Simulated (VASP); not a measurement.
Here is a VASP 6.6.1 calculation.

Contents of INCAR:

```
SYSTEM = SnSe
PREC = Accurate
ENCUT = 500
EDIFF = 1E-6
ISMEAR = 0
SIGMA = 0.01
LREAL = .False.
LASPH = .True.
NELM = 120
ALGO = Normal
ISIF = 2
LWAVE = .False.
LCHARG = .True.
GGA = PE
LELF = .True.
LVHAR = .True.
NBANDS = 50
GGA_COMPAT = .False.
```

Contents of KPOINTS:

```
Automatic mesh
0
Gamma
  4 6 6
  0 0 0
```

The input POSCAR:

```
SnSe
1.0
   11.7946773229      0.0000000000      0.0000000000
    0.0000000000      4.2066754330      0.0000000000
    0.0000000000      0.0000000000      4.5672217991
Sn Se
4 4
Direct
    0.1214576648      0.2500000000      0.1166829150
    0.3785423352      0.7500000000      0.6166829150
    0.6214576648      0.2500000000      0.3833170850
    0.8785423352      0.7500000000      0.8833170850
    0.3548770630      0.2500000000      0.0239161593
    0.1451229370      0.7500000000      0.5239161593
    0.8548770630      0.2500000000      0.4760838407
    0.6451229370      0.7500000000      0.9760838407
```

Potentials or basis: VASP PAW PBE potentials, release 64 (Sn_d, Se).

Command:

```console
$ cat potpaw_PBE.64/Sn_d/POTCAR potpaw_PBE.64/Se/POTCAR > POTCAR
$ mpirun -np 1 vasp_std > vasp.out
```

Question: Estimate the band gap on the k mesh.

Answer: 0.63 eV (least direct gap 0.87 eV).

Question: Predict the largest force.

Answer: 0.017 eV/Å.

Question: What does it give for the pressure?

Answer: 0.0 GPa.

Forces in eV/Å, atoms in the order of the input:
```
Sn  -0.013  0.000 -0.011
Sn   0.013  0.000 -0.011
Sn  -0.013  0.000  0.011
Sn   0.013  0.000  0.011
Se   0.007  0.000  0.010
Se  -0.007  0.000  0.010
Se   0.007  0.000 -0.010
Se  -0.007  0.000 -0.010
```

Caveat: semilocal functionals underestimate gaps, and a narrow one can read as zero; spin-orbit coupling is left out, which moves the levels of the heavy elements. A k mesh can miss the band edges.
